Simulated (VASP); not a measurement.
Here is a VASP 6.6.1 calculation.

File INCAR:

```
SYSTEM = SnO2
PREC = Accurate
ENCUT = 520
EDIFF = 1E-6
ISMEAR = 0
SIGMA = 0.05
LREAL = .False.
LASPH = .True.
NELM = 100
ALGO = Normal
ISIF = 2
LWAVE = .False.
LCHARG = .False.
GGA = PE
NBANDS = 20
```

KPOINTS

```
Automatic mesh
0
Gamma
  12 12 12
  0 0 0
```

File POSCAR:

```
SnO2
1.0
    1.5965564961      0.9217723228      4.8567771841
   -1.5965564961      0.9217723228      4.8567771841
    0.0000000000     -1.8435446456      4.8567771841
Sn O
1 2
Direct
    0.5000000000      0.5000000000      0.5000000000
    0.2348826742      0.2348826742      0.2348826742
    0.7651173258      0.7651173258      0.7651173258
```

Potentials or basis: VASP PAW PBE potentials, release 64 (Sn_d, O).

Command:

```console
$ cat potpaw_PBE.64/Sn_d/POTCAR potpaw_PBE.64/O/POTCAR > POTCAR
$ mpirun -np 1 vasp_std > vasp.out
```

What does it give for the band gap on the k mesh?

2.25 eV (least direct gap 2.47 eV).

What does it give for the pressure?

6.4 GPa.

Predict the largest force.

0.488 eV/Å.

Forces on the atoms (eV/Å):
```
Sn   0.000  0.000  0.000
O    0.000  0.000  0.488
O    0.000  0.000 -0.488
```

Caveat: the cell stands under pressure; spin-orbit coupling is left out, which moves the levels of the heavy elements. A k mesh can miss the band edges.
